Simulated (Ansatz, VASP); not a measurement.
## One calculation of NaI, two programs

```
Na I
1.0
     0.00000    3.54319    3.54319
     3.54319    0.00000    3.54319
     3.54319    3.54319    0.00000
Na I
1 1
Direct
  0.00000 0.00000 0.00000
  0.25000 0.25000 0.25000
```

Alike in both runs: task single point; functional r2SCAN; k mesh 4 × 4 × 4; occupations tetrahedron; no spin polarisation.

|  | VASP | Ansatz |
| --- | --- | --- |
| version | VASP 6.6.1 | Ansatz 0.2.0 |
| potentials or method | VASP PAW PBE potentials, release 64 (Na_pv, I) | plane waves |
| plane-wave cutoff (eV) | 520 | 500 |
| valence electrons in the cell | 14 | 26 |

Ansatz gave:

- gap on the k mesh at the Fermi level (eV): 4.42
- pressure (GPa): 0.0

Question: Estimate VASP's values.

Answer: gap on the k mesh at the Fermi level (eV): 4.42; pressure (GPa): -0.1.

VASP's potentials were made for PBE, not for r2SCAN. VASP's potentials hold 14 valence electrons a cell and Ansatz's 26, so a difference there can come from the potentials and not from the codes. Ansatz's warnings: band table not solved further, tetrahedron derivatives may miss energy slope.

Neither program's run includes spin-orbit coupling.
